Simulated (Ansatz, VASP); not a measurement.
One calculation of Te2Mo, two programs

```
Te Mo
1.0
     3.54344    0.00000    0.00000
    -1.77172    3.06871    0.00000
     0.00000    0.00000   17.78932
Te Mo
2 1
Direct
  0.33333 0.66667 0.89976
  0.33333 0.66667 0.10024
  0.00000 0.00000 0.00000
```

Change from the starting cell: equal strain along all axes, cell held, atoms relaxed: +1.5 %.

Alike in both runs: functional PBEsol; k mesh 12 × 12 × 2; occupations gaussian, width 0.02 eV; no spin polarisation.

Ansatz relaxed the structure, and its values are those at the end. VASP's run is a single point on that final structure, the one shown.

|  | VASP | Ansatz |
| --- | --- | --- |
| version | VASP 6.6.1 | Ansatz 0.2.0 |
| potentials or method | VASP PAW PBE potentials, release 64 (Te, Mo_sv), cutoff 520 eV | scalar-relativistic, plane waves, PAW |
| valence electrons in the cell | 26 | 46 |

VASP gave:

| Property | Result |
| --- | --- |
| gap on the k mesh at the Fermi level (eV) | 1.07 |
| least direct gap on the mesh (eV) | 1.07 |
| rms of the force components (eV/Å) | 0.016 |

Question: Which values does Ansatz return?

Answer: gap on the k mesh at the Fermi level (eV): 1.07; least direct gap on the mesh (eV): 1.07; rms of the force components (eV/Å): 0.002.

VASP's potentials were made for PBE, not for PBEsol. The functional is the same, so the differences come from potentials, cutoffs and numerics. VASP's potentials hold 26 valence electrons a cell and Ansatz's 46, so a difference there can come from the potentials and not from the codes. Ansatz's warnings: stress scf threshold loose.

Spin-orbit coupling is off throughout.
